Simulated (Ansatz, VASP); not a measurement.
# P in VASP and in Ansatz

```
CELL_PARAMETERS angstrom
2.40746 0.00000 0.00000
0.00000 2.40746 0.00000
0.00000 0.00000 2.40746
ATOMIC_POSITIONS crystal
P 0.00000 0.00000 0.00000
```

Alike in both runs: functional LDA; k mesh 12 × 12 × 12; occupations fermi-dirac, width 0.1 eV; no spin polarisation.

Ansatz relaxed the structure, and its values are those at the end. VASP's run is a single point on that final structure, the one shown.

|  | VASP | Ansatz |
| --- | --- | --- |
| version | VASP 6.6.1 | Ansatz 0.2.0 |
| potentials or method | VASP PAW LDA potentials, release 64 (P), cutoff 520 eV | plane waves (420 eV) with PAW, scalar-relativistic |
| valence electrons in the cell | 5 | 5 |

Ansatz gave:

| Quantity | Value |
| --- | --- |
| pressure (GPa) | 0.0 |

Problem. What did VASP give for the same quantities?

Solution. Pressure (GPa): -0.2.

Ansatz warns that its potentials were made for another functional, while VASP's fit it. LDA's correlation is that of Perdew and Zunger in VASP and of Perdew and Wang (1992) in Ansatz.
